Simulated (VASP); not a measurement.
Wanted: the native input for a VASP 6.6.1 run.

- Task: single point
- Functional: PBE
- Potentials or basis: VASP PAW PBE potentials, release 64 (Se)
- Cutoff: 520 eV
- k mesh: 6 × 6 × 6
- Occupations: gaussian, width 0.1 eV
- Spin: no spin polarisation
- Dipole correction: no
- Further INCAR settings: ALGO = Normal; EDIFF = 1e-07; NBANDS = 27

The structure of Se lies in POSCAR:

```
Se
1.0
   -2.2601148900      2.2601148900      5.4503532500
    2.2601148900     -2.2601148900      5.4503532500
    2.2601148900      2.2601148900     -5.4503532500
Se
6
Direct
    0.7872112300      0.7872112300      0.0000000000
    0.5372112300      0.0372112300      0.5000000000
    0.9627887700      0.4627887700      0.5000000000
    0.2127887700      0.2127887700      0.0000000000
    0.0000000000      0.0000000000      0.0000000000
    0.7500000000      0.2500000000      0.5000000000
```

The cell was built from a structure type or drawn by symmetry, and may not be a known phase.

The input as run:

INCAR

```
ALGO = Normal ; EDIFF = 1E-7
ENCUT = 520 ; GGA = PE
ISIF = 2 ; ISMEAR = 0
LASPH = True ; LCHARG = True
LELF = True ; LREAL = False
LVHAR = True ; LWAVE = False
NBANDS = 27 ; NELM = 60
PREC = Accurate ; SIGMA = 0.1
```

KPOINTS

```
k-points
0
Gamma
  6 6 6
```

Potentials or basis: VASP PAW PBE potentials, release 64 (Se).

Run with:

```console
$ cat potpaw_PBE.64/Se/POTCAR > POTCAR
$ mpirun -np 1 vasp_std > vasp.out
```

It gave:

```json
{"Pressure": "53.2 GPa", "Largest force": "2.338 eV/Å", "Band gap on the k mesh": "zero (bands 18 and 19 overlap by 0.08 eV)"}
```

Caveat: the cell stands under pressure; forces of over 1 eV/Å act on the atoms, so gaps and moduli don't describe the material at rest.

Wall time 75 s on 1 thread of AMD EPYC 9R45 96-Core Processor (Zen 5) (shared host), peak memory 0.3 GiB.
